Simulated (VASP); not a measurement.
SiC (Moissanite 3C), 2 atoms in the cell. Symmetry: I-4m2, No. 119, tetragonal system. Conventional cell: a = 3.082 Å, b = 3.082 Å, c = 4.227 Å, α = 90.00°, β = 90.00°, γ = 90.00°. Si (site symmetry -4m2) has 4 C at 1.87 Å within 2.5 Å. C (site symmetry -4m2) has 4 Si at 1.87 Å within 2.5 Å.  This cell differs from its parent crystal: z stretched by -3 %, then relaxed in part.

```yaml
Program: VASP 6.6.1
Task: single point
Functional: PBE
Potentials_or_basis: VASP PAW PBE potentials, release 64 (Si, C)
Cutoff: 520 eV
k_mesh: 17 × 17 × 17
Occupations: fermi-dirac, width 0.02 eV
Spin: no spin polarisation
Dipole_correction: no
Further_INCAR_settings: ALGO = Normal; EDIFF = 1e-07; NBANDS = 11
```

Potentials or basis: VASP PAW PBE potentials, release 64 (Si, C).

Launch:

```console
$ cat potpaw_PBE.64/Si/POTCAR potpaw_PBE.64/C/POTCAR > POTCAR
$ mpirun -np 1 vasp_std > vasp.out
```

Hardware: 1 thread of Intel(R) Xeon(R) Platinum 8259CL CPU @ 2.50GHz (Skylake/Cascade Lake), with other jobs on the host.

Task: How long does it take, and how much memory?

Result: It took 91 s on 1 thread of Intel(R) Xeon(R) Platinum 8259CL CPU @ 2.50GHz (Skylake/Cascade Lake) (shared host), peak memory 0.2 GiB. Counts: scf iterations 13, k points 405.
